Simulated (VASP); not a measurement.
# GaSb (I-4m2) in VASP: notebook

Runs on GaSb. Level: PBE. Tasks: single point.

Program: VASP 6.6.1. These are calculated values, not measurements. Logs are shortened: lines on timing, memory, paths and dates and some standing lists are left out, and cuts for length are marked.

## Step 1: The cell of the first run

The structure is tetragonal, space group I-4m2 (No. 119). The conventional cell has a = 4.286 Å, b = 4.286 Å, c = 5.747 Å, α = 90.00°, β = 90.00°, γ = 90.00°. Within 3.4 Å of Ga (site symmetry -4m2) lie 4 Sb at 2.58 Å. Within 3.4 Å of Sb (site symmetry -4m2) lie 4 Ga at 2.58 Å.

## Step 2: Single point, PBE (26.40 Å³/atom)

Contents of INCAR:

```
SYSTEM = GaSb
PREC     = Accurate       ! precision mode
ENCUT    = 520            ! plane-wave cutoff, eV
EDIFF    = 1E-6           ! SCF threshold, eV
ISMEAR   = 0              ! smearing method
SIGMA    = 0.15           ! smearing width, eV
LREAL    = .False.        ! projectors in reciprocal space
LASPH    = .True.         ! aspherical terms in the spheres
NELM     = 60             ! most SCF steps
ALGO     = Normal         ! electronic algorithm
ISIF     = 2              ! what is computed and relaxed
LWAVE    = .False.        ! write WAVECAR
LCHARG   = .False.        ! write CHGCAR
GGA      = PE             ! functional
NBANDS   = 16             ! bands
```

Contents of KPOINTS:

```
Automatic mesh
0
Gamma
  14 14 14
  0 0 0
```

Contents of POSCAR:

```
GaSb
1.0
    0.0000000000      2.8733987582      3.0310113483
    3.0310113483      0.0000000000      3.0310113483
    3.0310113483      2.8733987582      0.0000000000
Ga Sb
1 1
Direct
    0.0000000000      0.0000000000      0.0000000000
    0.7500000000      0.7500000000      0.7500000000
```

Potentials or basis: VASP PAW PBE potentials, release 64 (Ga_d, Sb).

Run with:

```sh
$ cat potpaw_PBE.64/Ga_d/POTCAR potpaw_PBE.64/Sb/POTCAR > POTCAR
$ mpirun -np 1 vasp_std > vasp.out
```

OUTCAR:

```text
SYSTEM = GaSb
   PREC = Accurate
   ENCUT = 520
   EDIFF = 1E-6
   ISMEAR = 0
   LREAL = .False.
   LASPH = .True.
   NELM = 60
   ISIF = 2
   GGA = PE

 ion  position               nearest neighbor table
   1  0.000  0.000  0.000-   2 2.58   2 2.58   2 2.58   2 2.58
   2  0.750  0.750  0.750-   1 2.58   1 2.58   1 2.58   1 2.58

  LATTYP: Found a body centered tetragonal cell.
 ALAT       =     4.2864973565
 C/A-ratio  =     1.3406744571

  Lattice vectors:

 A1 = (   0.0000000000,  -2.8733987582,   3.0310113483)
 A2 = (   0.0000000000,  -2.8733987582,  -3.0310113483)
 A3 = (   3.0310113483,   2.8733987582,   0.0000000000)

Analysis of symmetry for initial positions (statically):
=====================================================================
 Subroutine PRICEL returns:
 Original cell was already a primitive cell.

 Routine SETGRP: Setting up the symmetry group for a
 body centered tetragonal supercell.

 Subroutine GETGRP returns: Found  8 space group operations
 (whereof  8 operations were pure point group operations)
 out of a pool of 16 trial point group operations.

The static configuration has the point symmetry D_2d.

Analysis of symmetry for dynamics (positions and initial velocities):
=====================================================================
 Subroutine PRICEL returns:
 Original cell was already a primitive cell.

 Routine SETGRP: Setting up the symmetry group for a
 body centered tetragonal supercell.

 Subroutine GETGRP returns: Found  8 space group operations
 (whereof  8 operations were pure point group operations)
 out of a pool of 16 trial point group operations.

The dynamic configuration has the point symmetry D_2d.

 Subroutine INISYM returns: Found  8 space group operations
 (whereof  8 operations are pure point group operations),
 and found     1 'primitive' translations

----------------------------------------------------------------------------------------

                                     Primitive cell

  volume of cell :      52.7960

  direct lattice vectors                    reciprocal lattice vectors
     0.000000000  2.873398758  3.031011348    -0.164961441  0.174009959  0.164961441
     3.031011348  0.000000000  3.031011348     0.164961441 -0.174009959  0.164961441
     3.031011348  2.873398758  0.000000000     0.164961441  0.174009959 -0.164961441

  length of vectors
     4.176535672  4.286497356  4.176535672     0.291039550  0.291039550  0.291039550

[... 74 lines left out ...]
   ISPIN  =      1    spin polarized calculation?
   LNONCOLLINEAR =      F non collinear calculations
   LSORBIT =      F    spin-orbit coupling
   LASPH  =      T    aspherical Exc in radial PAW
   ENCUT  =  520.0 eV  38.22 Ry    6.18 a.u.   7.77  7.97  7.77*2*pi/ulx,y,z
   NELM   =     60;   NELMIN=  2; NELMDL= -5     # of ELM steps
   EDIFF  = 0.1E-05   stopping-criterion for ELM
   LREAL  =      F    real-space projection
   EDIFFG = 0.1E-04   stopping-criterion for IOM
   NSW    =      0    number of steps for IOM
   IBRION =     -1    ionic relax: 0-MD 1-quasi-New 2-CG
   NFREE  =      0    steps in history (QN), initial steepest desc. (CG)
   ISIF   =      2    stress and relaxation
   ISYM   =      2    0-nonsym 1-usesym 2-fastsym
   POTIM  = 0.5000    time-step for ionic-motion
   TEBEG  =    0.0;   TEEND  =   0.0 temperature during run
   PSTRESS=    0.0 pullay stress
   NELECT =      18.0000    total number of electrons
   NUPDOWN=      -1.0000    fix difference up-down
   EMIN   =  10.00;   EMAX   =-10.00  energy-range for DOS
   EFERMI =   0.00;   METHOD = LEGACY
   ISMEAR =     0;   SIGMA  =   0.15  broadening in eV -4-tet -1-fermi 0-gaus
   EFERMI_NEDOS =   21; number of points for ismear=-14 and -15
   IALGO  =     38    algorithm
   IMIX   =      4    mixing-type and parameters
     AMIX     =   0.40;   BMIX     =  1.00
     AMIX_MAG =   1.60;   BMIX_MAG =  1.00
  volume/ion in A,a.u.               =      26.40       178.14
  Fermi-wavevector in a.u.,A,eV,Ry     =   1.143665  2.161213 17.795993  1.307969
  Thomas-Fermi vector in A             =   2.280359
   LORBIT       =      0    0 simple, 1 ext, 2 COOP (PROOUT), +10 PAW based schemes
   GGA     = PE    functional components
   LHFCALC =     F    Hartree Fock is set to
   AEXX    =    0.0000 exact exchange contribution
   IVDW    =     0    specifies the selected vdW correction
   LEPSILON=     F    determine dielectric tensor
   LRPA    =     F    only Hartree local field effects (RPA)
 non-spin polarized calculation
 Gauss-broadening in eV      SIGMA  =   0.15
  energy-cutoff  :      520.00
  volume of cell :       52.80
 maximum number of plane-waves:      1436
   NGX = 15   NGY = 15   NGZ = 15

 number of electron      18.0000007 magnetization

 Free energy of the ion-electron system (eV)
  ---------------------------------------------------
  ext. energy  EPLUGINS =         0.00000000
  ---------------------------------------------------
  free energy    TOTEN  =        -7.20386779 eV

  energy without entropy =       -7.20378445  energy(sigma->0) =       -7.20382612

 E-fermi :   6.0207     XC(G=0):  -9.4522

 val. band max:        5.9390813815   @ k =   0.0000   0.0000   0.0000
 cond. band min:       6.1832571780   @ k =   0.4286   0.0000   0.4286
 fundamental gap:      0.2441757965
 Fermi energy:         6.0206656423

 k-point     1 :       0.0000    0.0000    0.0000
  band No.  band energies     occupation
      1      -9.4808      2.00000
      2      -9.4808      2.00000
      3      -9.4743      2.00000
      4      -9.4183      2.00000
      5      -9.4133      2.00000
      6      -6.3292      2.00000
[... 433 lines left out ...]
      3      -9.4640      2.00000
      4      -9.4199      2.00000
      5      -9.4143      2.00000
      6      -5.5239      2.00000
[... 8 lines left out ...]
     15      14.1924      0.00000
     16      14.7682      0.00000

 [... further k-points ...]
[... 5 lines left out ...]
  --------------------------------------------------------------------------------------
  -------------------------------------------------------------------------------------
  Total        2.3457652      3.0051961      2.3457652      0.0000000      0.0000000      0.0000000
  in kB       71.1859190     91.1973838     71.1859190      0.0000000      0.0000000      0.0000000
  external PRESSURE =      77.8564072 kB  Pullay stress =       0.0000000 kB

 VOLUME and BASIS-vectors are now :
 -----------------------------------------------------------------------------
  energy-cutoff  :      520.00
  volume of cell :       52.80
      direct lattice vectors                 reciprocal lattice vectors
     0.000000000  2.873398758  3.031011348    -0.164961441  0.174009959  0.164961441
     3.031011348  0.000000000  3.031011348     0.164961441 -0.174009959  0.164961441
     3.031011348  2.873398758  0.000000000     0.164961441  0.174009959 -0.164961441

 POSITION                                       TOTAL-FORCE (eV/Angst)
 -----------------------------------------------------------------------------------
      0.00000      0.00000      0.00000         0.000000      0.000000     -0.000000
      4.54652      4.31010      4.54652        -0.000000     -0.000000      0.000000
 -----------------------------------------------------------------------------------
    total drift:                               -0.000002     -0.000002     -0.000002

  FREE ENERGIE OF THE ION-ELECTRON SYSTEM (eV)
  ---------------------------------------------------
  free  energy   TOTEN  =        -7.2038677887 eV

  energy  without entropy=       -7.2037844503  energy(sigma->0) =       -7.20382612
```

OSZICAR:

```text
N       E                     dE             d eps       ncg     rms          rms(c)
DAV:   1     0.834990551318E+02    0.83499E+02   -0.86288E+03  7952   0.144E+03
DAV:   2    -0.735102529097E+00   -0.84234E+02   -0.81160E+02  9136   0.307E+02
DAV:   3    -0.715535050296E+01   -0.64202E+01   -0.64034E+01  9344   0.653E+01
DAV:   4    -0.726902632567E+01   -0.11368E+00   -0.11366E+00  9944   0.978E+00
DAV:   5    -0.727151660867E+01   -0.24903E-02   -0.24902E-02  9912   0.128E+00    0.351E+00
DAV:   6    -0.721984004023E+01    0.51677E-01   -0.63551E-02 11888   0.410E+00    0.213E+00
DAV:   7    -0.720245453283E+01    0.17386E-01   -0.45295E-02  9192   0.175E+00    0.356E-01
DAV:   8    -0.720339092315E+01   -0.93639E-03   -0.45037E-03 10336   0.790E-01    0.108E-01
DAV:   9    -0.720384774805E+01   -0.45682E-03   -0.73575E-04  9360   0.199E-01    0.412E-02
DAV:  10    -0.720384440450E+01    0.33435E-05   -0.25675E-05 10120   0.354E-02    0.143E-02
DAV:  11    -0.720386764143E+01   -0.23237E-04   -0.33569E-05  9432   0.363E-02    0.636E-03
DAV:  12    -0.720386778869E+01   -0.14726E-06   -0.93168E-07  9120   0.862E-03
   1 F= -.72038678E+01 E0= -.72038261E+01  d E =-.833384E-04
```

Run time: 50 s. Hardware: 1 thread of Intel Xeon 6975P-C (Granite Rapids), shared host; peak memory 0.34 GiB.

What came out:

| Property | Result |
| --- | --- |
| Free energy | -7.2039 eV |
| Pressure | 7.8 GPa |
| Band gap on the k mesh | 0.24 eV (least direct gap 0.41 eV) |

Levels at points of the mesh, in eV from the valence-band top:
```
           k point  band 6  band 7  band 8  band 9  band 10  band 11  band 12  band 13
(0.00, 0.00, 0.00)  -12.27   -0.31   -0.31    0.00     0.41     2.46     2.61     2.61
(0.50, 0.00, 0.00)  -10.43   -6.99   -1.70   -1.28     0.33     3.37     3.76     6.22
(0.50, 0.50, 0.00)   -9.55   -7.49   -2.97   -2.92     0.75     1.01     8.83     8.85
(0.50, 0.00, 0.50)   -9.33   -7.22   -3.30   -3.30     0.32     0.65     9.02     9.02
```

Caveat: the cell stands under pressure; spin-orbit coupling is left out, which moves the levels of the heavy elements. A k mesh can miss the band edges.

## Step 3: Single point, PBE (33.60 Å³/atom)

This run uses another cell than the first one, of 33.60 Å³/atom.

Contents of INCAR:

```
PREC = Accurate
ENCUT = 520
EDIFF = 1E-7
ISMEAR = 0
SIGMA = 0.15
LREAL = False
LASPH = True
NELM = 80
ALGO = Normal
ISIF = 2
LWAVE = False
LCHARG = True
GGA = PE
LELF = True
LVHAR = True
NBANDS = 16
```

Contents of KPOINTS:

```
Automatic mesh
0
Gamma
  14 14 14
```

Contents of POSCAR:

```
GaSb
1.0
    0.0000000000      3.4040068003      3.1416767885
    3.1416767885      0.0000000000      3.1416767885
    3.1416767885      3.4040068003      0.0000000000
Ga Sb
1 1
Direct
    0.0000000000      0.0000000000      0.0000000000
    0.7500000000      0.7500000000      0.7500000000
```

Potentials or basis: VASP PAW PBE potentials, release 64 (Ga_d, Sb).

Run with:

```sh
$ cat potpaw_PBE.64/Ga_d/POTCAR potpaw_PBE.64/Sb/POTCAR > POTCAR
$ mpirun -np 1 vasp_std > vasp.out
```

Run time: 6.1 min. Hardware: 1 thread of Intel Xeon 8259CL, shared host; peak memory 0.41 GiB.

The run converged. Its results:

* Free energy: -7.2429 eV
* Pressure: -3.8 GPa
* Band gap on the k mesh: zero (bands 9 and 10 overlap by 0.09 eV)

Stress tensor (GPa, compression positive):
```
-2.68  0.00  0.00
 0.00 -6.00  0.00
 0.00  0.00 -2.68
```

Levels at points of the mesh, in eV from the Fermi level:
```tsv
k point	band 7	band 8	band 9	band 10	band 11	band 12
(0.00, 0.00, 0.00)	-1.17	-0.39	0.05	0.05	2.66	2.66
(0.50, 0.00, 0.00)	-5.77	-1.28	-0.74	-0.04	3.53	3.79
(0.50, 0.50, 0.00)	-6.14	-2.31	-2.25	0.75	1.29	7.35
(0.50, 0.00, 0.50)	-6.43	-1.87	-1.87	1.28	1.70	7.47
```

Caveat: the cell stands under tension; semilocal functionals underestimate gaps, so a narrow gap can read as zero; spin-orbit coupling is left out, which moves the levels of the heavy elements.

## Step 4: Single point, PBE (33.60 Å³/atom)

This run uses another cell than the first one, of 33.60 Å³/atom.

Contents of INCAR:

```
SYSTEM = GaSb
PREC     = Accurate       ! precision mode
ENCUT    = 520            ! plane-wave cutoff, eV
EDIFF    = 1E-7           ! SCF threshold, eV
ISMEAR   = 0              ! smearing method
SIGMA    = 0.15           ! smearing width, eV
LREAL    = .FALSE.        ! projectors in reciprocal space
LASPH    = .TRUE.         ! aspherical terms in the spheres
NELM     = 60             ! most SCF steps
ALGO     = Normal         ! electronic algorithm
ISIF     = 2              ! what is computed and relaxed
LWAVE    = .FALSE.        ! write WAVECAR
LCHARG   = .TRUE.         ! write CHGCAR
GGA      = PE             ! functional
LELF     = .TRUE.         ! ELF
LVHAR    = .TRUE.       
NBANDS   = 16             ! bands
```

Contents of KPOINTS:

```
Automatic mesh
0
G
  14 14 14
  0 0 0
```

Contents of POSCAR:

```
GaSb
1.0
    0.0000000000      3.0589492791      3.3141378971
    3.3141378971      0.0000000000      3.3141378971
    3.3141378971      3.0589492791      0.0000000000
Ga Sb
1 1
Direct
    0.0000000000      0.0000000000      0.0000000000
    0.7500000000      0.7500000000      0.7500000000
```

Potentials or basis: VASP PAW PBE potentials, release 64 (Ga_d, Sb).

Run with:

```sh
$ cat potpaw_PBE.64/Ga_d/POTCAR potpaw_PBE.64/Sb/POTCAR > POTCAR
$ mpirun -np 1 vasp_std > vasp.out
```

OUTCAR:

```text
SYSTEM = GaSb
   PREC = Accurate
   ENCUT = 520
   EDIFF = 1E-7
   ISMEAR = 0
   LREAL = .FALSE.
   LASPH = .TRUE.
   NELM = 60
   ISIF = 2
   GGA = PE

 ion  position               nearest neighbor table
   1  0.000  0.000  0.000-   2 2.80   2 2.80   2 2.80   2 2.80
   2  0.750  0.750  0.750-   1 2.80   1 2.80   1 2.80   1 2.80

  LATTYP: Found a body centered tetragonal cell.
 ALAT       =     4.6868987617
 C/A-ratio  =     1.3053191181

  Lattice vectors:

 A1 = (   0.0000000000,  -3.0589492791,   3.3141378971)
 A2 = (   0.0000000000,  -3.0589492791,  -3.3141378971)
 A3 = (   3.3141378971,   3.0589492791,   0.0000000000)

Analysis of symmetry for initial positions (statically):
=====================================================================
 Subroutine PRICEL returns:
 Original cell was already a primitive cell.

 Routine SETGRP: Setting up the symmetry group for a
 body centered tetragonal supercell.

 Subroutine GETGRP returns: Found  8 space group operations
 (whereof  8 operations were pure point group operations)
 out of a pool of 16 trial point group operations.

[... 157 lines left out ...]
  ext. energy  EPLUGINS =         0.00000000
  ---------------------------------------------------
  free energy    TOTEN  =        -7.24813889 eV

  energy without entropy =       -7.24692319  energy(sigma->0) =       -7.24753104

 E-fermi :   3.4407     XC(G=0):  -8.4159

 val. band max:        3.4326583977   @ k =   0.5000   0.0000   0.0000
 cond. band min:       3.4675661451   @ k =   0.4286   0.0000   0.0000
 fundamental gap:      0.0349077474
 Fermi energy:         3.4406698052

 k-point     1 :       0.0000    0.0000    0.0000
  band No.  band energies     occupation
      1     -11.4267      2.00000
      2     -11.4267      2.00000
      3     -11.4144      2.00000
      4     -11.4013      2.00000
      5     -11.3863      2.00000
      6      -7.0967      2.00000
[... 433 lines left out ...]
      3     -11.4115      2.00000
      4     -11.4012      2.00000
      5     -11.3866      2.00000
      6      -6.5175      2.00000
[... 8 lines left out ...]
     15      11.2382      0.00000
     16      11.9201      0.00000

 [... further k-points ...]
[... 5 lines left out ...]
  --------------------------------------------------------------------------------------
  -------------------------------------------------------------------------------------
  Total       -1.9657696     -0.8632861     -1.9657696      0.0000000     -0.0000000      0.0000000
  in kB      -46.8705213    -20.5836261    -46.8705213      0.0000000     -0.0000000      0.0000000
  external PRESSURE =     -38.1082229 kB  Pullay stress =       0.0000000 kB

 VOLUME and BASIS-vectors are now :
 -----------------------------------------------------------------------------
  energy-cutoff  :      520.00
  volume of cell :       67.20
      direct lattice vectors                 reciprocal lattice vectors
     0.000000000  3.058949279  3.314137897    -0.150868798  0.163454819  0.150868798
     3.314137897  0.000000000  3.314137897     0.150868798 -0.163454819  0.150868798
     3.314137897  3.058949279  0.000000000     0.150868798  0.163454819 -0.150868798

 POSITION                                       TOTAL-FORCE (eV/Angst)
 -----------------------------------------------------------------------------------
      0.00000      0.00000      0.00000         0.000000      0.000000      0.000000
      4.97121      4.58842      4.97121         0.000000     -0.000000     -0.000000
 -----------------------------------------------------------------------------------
    total drift:                               -0.000001     -0.000001     -0.000001

  FREE ENERGIE OF THE ION-ELECTRON SYSTEM (eV)
  ---------------------------------------------------
  free  energy   TOTEN  =        -7.2481388872 eV

  energy  without entropy=       -7.2469231924  energy(sigma->0) =       -7.24753104
```

OSZICAR:

```text
N       E                     dE             d eps       ncg     rms          rms(c)
DAV:   1     0.814364508042E+02    0.81436E+02   -0.84316E+03  7864   0.130E+03
DAV:   2    -0.777584788265E+00   -0.82214E+02   -0.79314E+02  9280   0.291E+02
DAV:   3    -0.716445249902E+01   -0.63869E+01   -0.63725E+01  9496   0.649E+01
DAV:   4    -0.728002010748E+01   -0.11557E+00   -0.11555E+00  9712   0.978E+00
DAV:   5    -0.728279827306E+01   -0.27782E-02   -0.27781E-02 10064   0.134E+00    0.258E+00
DAV:   6    -0.725260212952E+01    0.30196E-01   -0.61603E-02 10872   0.347E+00    0.150E+00
DAV:   7    -0.724669606610E+01    0.59061E-02   -0.25867E-02  9336   0.126E+00    0.342E-01
DAV:   8    -0.724760700665E+01   -0.91094E-03   -0.39705E-03 10384   0.658E-01    0.540E-02
DAV:   9    -0.724802778054E+01   -0.42077E-03   -0.51119E-04  9688   0.197E-01    0.267E-02
DAV:  10    -0.724813161572E+01   -0.10384E-03   -0.11872E-04  9320   0.536E-02    0.700E-03
DAV:  11    -0.724813775229E+01   -0.61366E-05   -0.10706E-05 10368   0.253E-02    0.379E-03
DAV:  12    -0.724813887688E+01   -0.11246E-05   -0.14898E-06  9184   0.683E-03    0.162E-03
DAV:  13    -0.724813888717E+01   -0.10285E-07   -0.38396E-08  8448   0.167E-03
   1 F= -.72481389E+01 E0= -.72475310E+01  d E =-.121569E-02
```

stdout:

```text
POSCAR found type information on POSCAR GaSb
 POSCAR found :  2 types and       2 ions
 scaLAPACK will be used
 LDA part: xc-table for (Slater+PW92), standard interpolation
 POSCAR, INCAR and KPOINTS ok, starting setup
 FFT: planning ... GRIDC
 FFT: planning ... GRID_SOFT
 FFT: planning ... GRID
 WAVECAR not read
 entering main loop
```

Wall time 5.5 min (1 thread of Intel Xeon 8259CL, shared host); peak memory 0.42 GiB.

What came out:

```yaml
Free_energy: -7.2481 eV
Pressure: -3.8 GPa
```

Stress tensor (GPa, compression positive):
```
-4.69  0.00  0.00
 0.00 -2.06  0.00
 0.00  0.00 -4.69
```

Caveat: the cell stands under tension; spin-orbit coupling is left out, which moves the levels of the heavy elements.

(Continued in part 2 of 2.)
